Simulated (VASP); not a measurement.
Wanted: the native input for a VASP 6.6.1 run.

* Task: single point
* Functional: PBE
* Potentials or basis: VASP PAW PBE potentials, release 64 (Sn_d, O)
* Cutoff: 520 eV
* k mesh: 12 × 12 × 12
* Occupations: gaussian, width 0.02 eV
* Spin: no spin polarisation
* Dipole correction: no
* Further INCAR settings: ALGO = Normal; EDIFF = 1e-06; NBANDS = 20

The structure of SnO2 lies in POSCAR:

```
SnO2
1.0
    1.6170930752      0.9336291223      4.8005925840
   -1.6170930752      0.9336291223      4.8005925840
    0.0000000000     -1.8672582446      4.8005925840
Sn O
1 2
Direct
    0.4845632125      0.5093360599      0.5023907690
    0.2371700000      0.2371700000      0.2371700000
    0.7628300000      0.7628300000      0.7628300000
```

This cell differs from its parent crystal: one atom moved.

One way to write it, as run:

INCAR

```
  PREC = Accurate
  ENCUT = 520
  EDIFF = 1E-6
  ISMEAR = 0
  SIGMA = 0.02
  LREAL = F
  LASPH = T
  NELM = 60
  ALGO = Normal
  ISIF = 2
  LWAVE = F
  LCHARG = F
  GGA = PE
  NBANDS = 20
```

KPOINTS

```
regular mesh
0
Gamma
  12 12 12
```

Potentials or basis: VASP PAW PBE potentials, release 64 (Sn_d, O).

Command:

```bash
$ cat potpaw_PBE.64/Sn_d/POTCAR potpaw_PBE.64/O/POTCAR > POTCAR
$ mpirun -np 1 vasp_std > vasp.out
```

Results of the run:

```
Pressure               : 0.2 GPa
Largest force          : 0.656 eV/Å
Band gap on the k mesh : 1.91 eV (least direct gap 2.02 eV)
```

Caveat: the cell differs from its parent crystal (one atom moved); spin-orbit coupling is left out, which moves the levels of the heavy elements.

It took 14 min on 1 thread of Intel(R) Xeon(R) Platinum 8488C (Sapphire Rapids) (shared host), peak memory 0.78 GiB.
